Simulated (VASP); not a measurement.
Set up this calculation in VASP 6.6.1, as the native input.

```yaml
Task: single point
Functional: PBE-based screened hybrid with 25 % exact exchange
Potentials_or_basis: VASP PAW PBE potentials, release 64 (Ir_sv_GW)
Cutoff: 420 eV
k_mesh: 6 × 6 × 3
Occupations: fermi-dirac, width 0.05 eV
Spin: no spin polarisation
Dipole_correction: no
Grid_for_exact_exchange_PRECFOCK: Normal
Share_of_exact_exchange: 0.25
Further_INCAR_settings: ALGO = Normal; EDIFF = 1e-06; NBANDS = 24
Screening_parameter: 0.3 1/Å
```

Ir:

```
Ir
1.0
     2.74116    0.00000    0.00000
    -1.37058    2.37392    0.00000
     0.00000    0.00000    4.32610
Ir
2
Direct
  0.33333 0.66667 0.25000
  0.66667 0.33333 0.75000
```

This isn't the form of Ir at room conditions, which is fcc.

The input as run:

POSCAR

```
Ir
1.0
    2.7411645667      0.0000000000      0.0000000000
   -1.3705822834      2.3739181507      0.0000000000
    0.0000000000      0.0000000000      4.3261038616
Ir
2
Direct
    0.3333333333      0.6666666667      0.2500000000
    0.6666666667      0.3333333333      0.7500000000
```

INCAR.step1

```
PREC     = Accurate       # precision mode
ENCUT    = 420            # plane-wave cutoff, eV
EDIFF    = 1E-5           # SCF threshold, eV
ISMEAR   = -1             # smearing method
SIGMA    = 0.05           # smearing width, eV
LREAL    = F              # projectors in reciprocal space
LASPH    = T              # aspherical terms in the spheres
NELM     = 120            # most SCF steps
ALGO     = Normal         # electronic algorithm
ISIF     = 2              # what is computed and relaxed
LWAVE    = T              # write WAVECAR
NBANDS   = 24             # bands
GGA      = PE             # functional
GGA_COMPAT= F
```

INCAR.step2

```
PREC     = Accurate       # precision mode
ENCUT    = 420            # plane-wave cutoff, eV
EDIFF    = 1E-6           # SCF threshold, eV
ISMEAR   = -1             # smearing method
SIGMA    = 0.05           # smearing width, eV
LREAL    = F              # projectors in reciprocal space
LASPH    = T              # aspherical terms in the spheres
NELM     = 120            # most SCF steps
ALGO     = Normal         # electronic algorithm
ISIF     = 2              # what is computed and relaxed
LWAVE    = F              # write WAVECAR
LCHARG   = T              # write CHGCAR
GGA      = PE             # functional
LHFCALC  = T              # exact exchange
AEXX     = 0.25           # exact-exchange fraction
HFSCREEN = 0.3            # screening, 1/A
PRECFOCK = Normal       
LELF     = T              # ELF
LVHAR    = T            
NBANDS   = 24             # bands
ISTART   = 1            
GGA_COMPAT= F
```

KPOINTS

```
regular mesh
0
Gamma
  6 6 3
```

Potentials or basis: VASP PAW PBE potentials, release 64 (Ir_sv_GW).

The run is started by

```bash
$ cat potpaw_PBE.64/Ir_sv_GW/POTCAR > POTCAR
$ cp INCAR.step1 INCAR
$ mpirun -np 1 vasp_std > vasp.out
$ cp INCAR.step2 INCAR
$ mpirun -np 1 vasp_std > vasp.out
```

It gave:

The pressure is -1.6 GPa and the band gap on the k mesh is zero (bands 17 and 18 overlap by 3.89 eV).

Caveat: the k points lie up to 0.48 Å⁻¹ apart, too coarse for converged energies and pressures of a metal; the PAW data sets were made with another functional, which shifts forces and pressure a little; spin-orbit coupling is left out, which moves the levels of the heavy elements.

Run time: 13 min on 1 thread of Intel(R) Xeon(R) 6975P-C (Granite Rapids), with other jobs on the host, peak memory 0.24 GiB.
